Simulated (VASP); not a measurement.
Set up this calculation in VASP 6.6.1, as the native input.

```yaml
Task: single point
Functional: PBE
Potentials_or_basis: VASP PAW PBE potentials, release 64 (Ba_sv, Al, H)
Cutoff: 520 eV
k_mesh: 4 × 4 × 4
Occupations: gaussian, width 0.1 eV
Spin: no spin polarisation
Dipole_correction: no
Further_INCAR_settings: ALGO = Normal; EDIFF = 1e-07; NBANDS = 20
```

The structure of BaAlH6 lies in POSCAR:

```
BaAlH6
1.0
    0.0000000000      3.5977473900      3.5977473900
    3.5977473900      0.0000000000      3.5977473900
    3.5977473900      3.5977473900      0.0000000000
Ba Al H
1 1 6
Direct
    0.5000000000      0.5000000000      0.5000000000
    0.7500000000      0.7500000000      0.7500000000
    0.3658350100      0.1341649900      0.1341649900
    0.1341649900      0.3658350100      0.3658350100
    0.1341649900      0.3658350100      0.1341649900
    0.3658350100      0.1341649900      0.3658350100
    0.1341649900      0.1341649900      0.3658350100
    0.3658350100      0.3658350100      0.1341649900
```

The cell was built from a structure type or drawn by symmetry, and may not be a known phase.

One way to write it, as run:

INCAR

```
PREC = Accurate ; ENCUT = 520
EDIFF = 1E-7 ; ISMEAR = 0
SIGMA = 0.1 ; LREAL = F
LASPH = T ; NELM = 60
ALGO = Normal ; ISIF = 2
LWAVE = F ; LCHARG = T
GGA = PE ; LELF = T
LVHAR = T ; NBANDS = 20
```

KPOINTS

```
regular mesh
0
Gamma
  4 4 4
```

Potentials or basis: VASP PAW PBE potentials, release 64 (Ba_sv, Al, H).

The run is started by

```sh
$ cat potpaw_PBE.64/Ba_sv/POTCAR potpaw_PBE.64/Al/POTCAR potpaw_PBE.64/H/POTCAR > POTCAR
$ mpirun -np 1 vasp_std > vasp.out
```

It gave:

```yaml
Pressure: 9.6 GPa
Largest_force: 2.467 eV/Å
Band_gap_on_the_k_mesh: zero (an odd number of electrons rules out a gap without spin polarisation)
```

Caveat: the k points lie up to 0.38 Å⁻¹ apart, too coarse for converged energies and pressures of a metal; spin-orbit coupling is left out, which moves the levels of the heavy elements; forces of over 1 eV/Å act on the atoms, so gaps and moduli don't describe the material at rest.

Run time: 17 s on 1 thread of Intel(R) Xeon(R) Platinum 8559C (Emerald Rapids), with other jobs on the host, peak memory 0.23 GiB.
